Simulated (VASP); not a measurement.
Set up this calculation in VASP 6.6.1, as the native input.

| Quantity | Value |
| --- | --- |
| Task | single point |
| Functional | r2SCAN |
| Potentials or basis | VASP PAW PBE potentials, release 64 (Pb_d, Mo_sv) |
| Cutoff | 520 eV |
| k mesh | 10 × 10 × 8 |
| Occupations | fermi-dirac, width 0.1 eV |
| Spin | no spin polarisation |
| Dipole correction | no |
| Further INCAR settings | ALGO = Normal; EDIFF = 1e-06; NBANDS = 21 |

Crystal: MoPb.

```
Pb Mo
1.0
     3.20488    0.00000    0.00000
     0.00000    3.20488    0.00000
     0.00000    0.00000    4.30406
Pb Mo
1 1
Direct
  0.00000 0.00000 0.00000
  0.50000 0.50000 0.50000
```

The input as run:

POSCAR

```
MoPb
1.0
    3.2048770000      0.0000000000      0.0000000000
    0.0000000000      3.2048770000      0.0000000000
    0.0000000000      0.0000000000      4.3040570000
Pb Mo
1 1
Direct
    0.0000000000      0.0000000000      0.0000000000
    0.5000000000      0.5000000000      0.5000000000
```

INCAR.step1

```
SYSTEM = MoPb
  PREC = Accurate
  ENCUT = 520
  ISMEAR = -1
  SIGMA = 0.1
  LREAL = .False.
  LASPH = .True.
  NELM = 100
  NBANDS = 21
  GGA = PE
  ALGO = Normal
  EDIFF = 1E-4
  LWAVE = .True.
  LCHARG = .False.
```

INCAR.step2

```
SYSTEM = MoPb
  PREC = Accurate
  ENCUT = 520
  EDIFF = 1E-6
  ISMEAR = -1
  SIGMA = 0.1
  LREAL = .False.
  LASPH = .True.
  NELM = 100
  ALGO = Normal
  ISIF = 2
  LWAVE = .False.
  LCHARG = .False.
  METAGGA = R2SCAN
  LMIXTAU = .True.
  NBANDS = 21
  ISTART = 1
```

KPOINTS

```
Automatic mesh
0
Gamma
  10 10 8
  0 0 0
```

Potentials or basis: VASP PAW PBE potentials, release 64 (Pb_d, Mo_sv).

Run with:

```bash
$ cat potpaw_PBE.64/Pb_d/POTCAR potpaw_PBE.64/Mo_sv/POTCAR > POTCAR
$ cp INCAR.step1 INCAR
$ mpirun -np 1 vasp_std > vasp.out
$ cp INCAR.step2 INCAR
$ mpirun -np 1 vasp_std > vasp.out
```

It gave:

| Property | Result |
| --- | --- |
| Pressure | -10.1 GPa |
| Band gap on the k mesh | zero (bands 14 and 15 overlap by 1.63 eV) |

Caveat: the cell stands under tension; the PAW data sets were made with another functional, which shifts forces and pressure a little; spin-orbit coupling is left out, which moves the levels of the heavy elements.

It took 5.8 min on 1 thread of Intel Xeon 8259CL, with other jobs on the host, peak memory 0.2 GiB.
